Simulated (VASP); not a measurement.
# Re (I4_1/amd) in VASP: notebook

Runs on Re. Level: PBE. Tasks: relaxation of shape and atoms at fixed volume, relaxation of cell and atoms.

Everything below comes from runs of VASP 6.6.1. Logs are shortened: lines on timing, memory, paths and dates and some standing lists are left out, and cuts for length are marked.

### 1 The cell of the first run

Symmetry: I4_1/amd, No. 141, tetragonal system. The conventional cell has a = 4.576 Å, b = 4.576 Å, c = 2.366 Å, α = 90.00°, β = 90.00°, γ = 90.00°. Re (site symmetry -4m2) has 10 Re at 2.36 to 2.90 Å within 3.1 Å.

### 2 Relaxation of shape and atoms at fixed volume, PBE

INCAR

```
  PREC = Accurate
  ENCUT = 600
  EDIFF = 1E-6
  ISMEAR = -1
  SIGMA = 0.1
  LREAL = F
  LASPH = T
  NELM = 100
  ALGO = Normal
  ISIF = 4
  LWAVE = F
  LCHARG = F
  GGA = PE
  IBRION = 2
  NSW = 50
  EDIFFG = -0.005
```

KPOINTS

```
regular mesh
0
Gamma
  18 18 18
```

POSCAR

```
Re
1.0
   -2.2881414701      2.2881414701      1.1830247221
    2.2881414701     -2.2881414701      1.1830247221
    2.2881414701      2.2881414701     -1.1830247221
Re
2
Direct
   -0.3750000000     -0.1250000000     -0.2500000000
    0.3750000000      0.1250000000      0.2500000000
```

Potentials or basis: VASP PAW PBE potentials, release 64 (Re).

Started as:

```
cat potpaw_PBE.64/Re/POTCAR > POTCAR
mpirun -np 1 vasp_std > vasp.out
```

OUTCAR:

```text
PREC = Accurate
   ENCUT = 600
   EDIFF = 1E-6
   ISMEAR = -1
   LREAL = F
   LASPH = T
   NELM = 100
   ISIF = 4
   GGA = PE
   IBRION = 2
   NSW = 50
   EDIFFG = -0.005

 ion  position               nearest neighbor table
   1  0.625  0.875  0.750-   2 2.36   2 2.36   2 2.36   2 2.36   2 2.90   2 2.90   2 2.90   2 2.90

   2  0.375  0.125  0.250-   1 2.36   1 2.36   1 2.36   1 2.36   1 2.90   1 2.90   1 2.90   1 2.90

  LATTYP: Found a body centered tetragonal cell.
 ALAT       =     4.5762829402
 C/A-ratio  =     0.5170242914

  Lattice vectors:

 A1 = (  -2.2881414701,   2.2881414701,   1.1830247221)
 A2 = (   2.2881414701,  -2.2881414701,   1.1830247221)
 A3 = (   2.2881414701,   2.2881414701,  -1.1830247221)

Analysis of symmetry for initial positions (statically):
=====================================================================
 Subroutine PRICEL returns:
 Original cell was already a primitive cell.

 Routine SETGRP: Setting up the symmetry group for a
 body centered tetragonal supercell.

 Subroutine GETGRP returns: Found 16 space group operations
 (whereof  4 operations were pure point group operations)
 out of a pool of 16 trial point group operations.

The static configuration has the point symmetry C_2h.
 The point group associated with its full space group is D_4h.

Analysis of symmetry for dynamics (positions and initial velocities):
=====================================================================
 Subroutine PRICEL returns:
 Original cell was already a primitive cell.

 Routine SETGRP: Setting up the symmetry group for a
 body centered tetragonal supercell.

 Subroutine GETGRP returns: Found 16 space group operations
 (whereof  4 operations were pure point group operations)
 out of a pool of 16 trial point group operations.

The dynamic configuration has the point symmetry C_2h.
 The point group associated with its full space group is D_4h.

 Subroutine INISYM returns: Found 16 space group operations
 (whereof  4 operations are pure point group operations),
 and found     1 'primitive' translations

----------------------------------------------------------------------------------------

                                     Primitive cell

  volume of cell :      24.7753

  direct lattice vectors                    reciprocal lattice vectors
    -2.288141470  2.288141470  1.183024722     0.000000000  0.218517957  0.422645436
     2.288141470 -2.288141470  1.183024722     0.218517957  0.000000000  0.422645436
     2.288141470  2.288141470 -1.183024722     0.218517957  0.218517957  0.000000000

  length of vectors
     3.445392614  3.445392614  3.445392614     0.475793298  0.475793298  0.309031059

  position of ions in fractional coordinates (direct lattice)
     0.625000000  0.875000000  0.750000000
     0.375000000  0.125000000  0.250000000

  ion indices of the primitive-cell ions
   primitive index   ion index
                 1           1
                 2           2

----------------------------------------------------------------------------------------

 KPOINTS: regular mesh

Automatic generation of k-mesh.
 Grid dimensions read from file:
 generate k-points for:   18   18   18

 Generating k-lattice:

  Cartesian coordinates                     Fractional coordinates (reciprocal lattice)
     0.000000000  0.012139887  0.023480302     0.055555556  0.000000000  0.000000000
     0.012139887  0.000000000  0.023480302     0.000000000  0.055555556  0.000000000
     0.012139887  0.012139887  0.000000000     0.000000000  0.000000000  0.055555556

  Length of vectors
     0.026432961  0.026432961  0.017168392

  Shift w.r.t. Gamma in fractional coordinates (k-lattice)
     0.000000000  0.000000000  0.000000000

 Subroutine IBZKPT returns following result:
 ===========================================

 Found    480 irreducible k-points:

 Following reciprocal coordinates:
            Coordinates               Weight
  0.000000  0.000000  0.000000      1.000000
  0.055556  0.000000  0.000000      8.000000
  0.111111  0.000000  0.000000      8.000000
  0.166667  0.000000  0.000000      8.000000
  0.222222  0.000000 -0.000000      8.000000
  0.277778  0.000000 -0.000000      8.000000
[... 16 lines left out ...]
 -0.277778  0.055556  0.000000     16.000000
 -0.222222  0.055556  0.000000     16.000000
 [... further k-points ...]
   k-points           NKPTS =    480   k-points in BZ     NKDIM =    480   number of bands    NBANDS=     11
   number of dos      NEDOS =    301   number of ions     NIONS =      2
   total plane-waves  NPLWV =  21952
   dimension x,y,z NGX =    28 NGY =   28 NGZ =   28
   dimension x,y,z NGXF=    56 NGYF=   56 NGZF=   56
   ions per type =               2
   NGX,Y,Z   is equivalent  to a cutoff of  13.51, 13.51, 13.51 a.u.
   NGXF,Y,Z  is equivalent  to a cutoff of  27.02, 27.02, 27.02 a.u.
 SYSTEM =  unknown system
   PREC   = accura    normal or accurate (medium, high low for compatibility)
   ISTART =      0    job   : 0-new  1-cont  2-samecut
   ICHARG =      2    charge: 1-file 2-atom 10-const
   ISPIN  =      1    spin polarized calculation?
   LNONCOLLINEAR =      F non collinear calculations
   LSORBIT =      F    spin-orbit coupling
   LASPH  =      T    aspherical Exc in radial PAW
   ENCUT  =  600.0 eV  44.10 Ry    6.64 a.u.   6.88  6.88  6.88*2*pi/ulx,y,z
   NELM   =    100;   NELMIN=  2; NELMDL= -5     # of ELM steps
   EDIFF  = 0.1E-05   stopping-criterion for ELM
   LREAL  =      F    real-space projection
   EDIFFG = -.5E-02   stopping-criterion for IOM
   NSW    =     50    number of steps for IOM
   IBRION =      2    ionic relax: 0-MD 1-quasi-New 2-CG
   NFREE  =      1    steps in history (QN), initial steepest desc. (CG)
   ISIF   =      4    stress and relaxation
   ISYM   =      2    0-nonsym 1-usesym 2-fastsym
   POTIM  = 0.5000    time-step for ionic-motion
   TEBEG  =    0.0;   TEEND  =   0.0 temperature during run
   PSTRESS=    0.0 pullay stress
   NELECT =      14.0000    total number of electrons
   NUPDOWN=      -1.0000    fix difference up-down
   EMIN   =  10.00;   EMAX   =-10.00  energy-range for DOS
   EFERMI =   0.00;   METHOD = LEGACY
   ISMEAR =    -1;   SIGMA  =   0.10  broadening in eV -4-tet -1-fermi 0-gaus
   EFERMI_NEDOS =   21; number of points for ismear=-14 and -15
   IALGO  =     38    algorithm
   IMIX   =      4    mixing-type and parameters
     AMIX     =   0.40;   BMIX     =  1.00
     AMIX_MAG =   1.60;   BMIX_MAG =  1.00
  volume/ion in A,a.u.               =      12.39        83.60
  Fermi-wavevector in a.u.,A,eV,Ry     =   1.353457  2.557662 24.923760  1.831845
  Thomas-Fermi vector in A             =   2.480710
   LORBIT       =      0    0 simple, 1 ext, 2 COOP (PROOUT), +10 PAW based schemes
   GGA     = PE    functional components
   LHFCALC =     F    Hartree Fock is set to
   AEXX    =    0.0000 exact exchange contribution
   IVDW    =     0    specifies the selected vdW correction
   LEPSILON=     F    determine dielectric tensor
   LRPA    =     F    only Hartree local field effects (RPA)
 conjugate gradient relaxation of ions
 non-spin polarized calculation
  energy-cutoff  :      600.00
  volume of cell :       24.78
 maximum number of plane-waves:       838
   NGX = 13   NGY = 13   NGZ = 13

--------------------------------------- Ionic step        1  -------------------------------------------

 number of electron      14.0000000 magnetization

 Free energy of the ion-electron system (eV)
  ---------------------------------------------------
  ext. energy  EPLUGINS =         0.00000000
  ---------------------------------------------------
  free energy    TOTEN  =       -19.86049542 eV

  energy without entropy =      -19.80996911  energy(sigma->0) =      -19.83523226

------------------------ aborting loop because EDIFF is reached ----------------------------------------

  FORCE on cell =-STRESS in cart. coord.  units (eV):
  Direction    XX          YY          ZZ          XY          YZ          ZX
  --------------------------------------------------------------------------------------
  -------------------------------------------------------------------------------------
  Total       23.1001858     23.1001858     24.5123055     -0.0000000      0.0000000      0.0000000
  in kB     1493.8483082   1493.8483082   1585.1675973     -0.0000000      0.0000000      0.0000000
  external PRESSURE =    1524.2880712 kB  Pullay stress =       0.0000000 kB
[... 93 lines left out ...]
  energy  without entropy=      -19.8145208065  energy(sigma->0) =      -19.83992664

--------------------------------------- Ionic step        4  -------------------------------------------

 number of electron      14.0000000 magnetization

 Free energy of the ion-electron system (eV)
  ---------------------------------------------------
  ext. energy  EPLUGINS =         0.00000000
  ---------------------------------------------------
  free energy    TOTEN  =       -19.86533282 eV

  energy without entropy =      -19.81452687  energy(sigma->0) =      -19.83992985

 E-fermi :  11.0502     XC(G=0): -14.5893

 val. band max:       11.0499280955   @ k =  -0.3333  -0.3889   0.1111
 cond. band min:      11.0528011492   @ k =  -0.3889   0.1667   0.0000
 fundamental gap:      0.0028730537
 Fermi energy:        11.0502180960

 k-point     1 :       0.0000    0.0000    0.0000
  band No.  band energies     occupation
      1      -0.6766      2.00000
      2       1.5157      2.00000
      3       3.9787      2.00000
      4       4.4031      2.00000
      5       5.4480      2.00000
      6      12.3098      0.00001
      7      12.3098      0.00001
      8      12.4325      0.00000
      9      12.4325      0.00000
     10      16.2920      0.00000
     11      17.9928      0.00000
[... 309 lines left out ...]
 k-point    24 :      -0.2222    0.0556    0.0000
  band No.  band energies     occupation
      1       1.0691      2.00000
      2       2.5702      2.00000
      3       4.6088      2.00000
      4       6.0369      2.00000
      5       6.7004      2.00000
      6       8.2814      2.00000
      7       9.4802      2.00000
      8      11.6607      0.00446
      9      12.5280      0.00000
     10      15.2715      0.00000
     11      17.0112      0.00000

 [... further k-points ...]

------------------------ aborting loop because EDIFF is reached ----------------------------------------

  FORCE on cell =-STRESS in cart. coord.  units (eV):
  Direction    XX          YY          ZZ          XY          YZ          ZX
  --------------------------------------------------------------------------------------
  -------------------------------------------------------------------------------------
  Total       23.5309029     23.5309029     23.5320458      0.0000000     -0.0000000      0.0000000
  in kB     1521.7020224   1521.7020224   1521.7759330      0.0000000     -0.0000000      0.0000000
  external PRESSURE =    1521.7266592 kB  Pullay stress =       0.0000000 kB
[... 17 lines left out ...]
  FREE ENERGIE OF THE ION-ELECTRON SYSTEM (eV)
  ---------------------------------------------------
  free  energy   TOTEN  =       -19.8653328213 eV

  energy  without entropy=      -19.8145268736  energy(sigma->0) =      -19.83992985

 reached required accuracy - stopping structural energy minimisation
```

It took 4 min on 1 thread of Intel Xeon Platinum 8488C (Sapphire Rapids), shared host; peak memory 0.29 GiB.

What came out:

```yaml
Free_energy: -19.8653 eV
Energy_gained_by_relaxing: 2.4 meV/atom
Ionic_steps: 4
Pressure_after_relaxing: 152.2 GPa
Band_gap_on_the_k_mesh: zero (bands 7 and 8 overlap by 3.05 eV)
```

Step by step:
```tsv
step	energy change (eV)	largest force (eV/Å)	pressure (GPa)	volume (Å³)
1	0.0000	0.0000	152.43	24.78
2	0.0188	0.0000	152.02	24.78
3	-0.0048	0.0000	152.16	24.78
4	-0.0048	0.0000	152.17	24.78
```

Final structure:
```xyz
2
Lattice="-2.2803 2.2803 1.1912 2.2803 -2.2803 1.1912 2.2803 2.2803 -1.1912" Properties=species:S:1:pos:R:3 pbc="T T T"
Re    2.2803    1.1402    0.8934
Re    0.0000    1.1402    0.2978
```

Caveat: spin-orbit coupling is left out, which moves the levels of the heavy elements.

(Continued in part 2 of 2.)
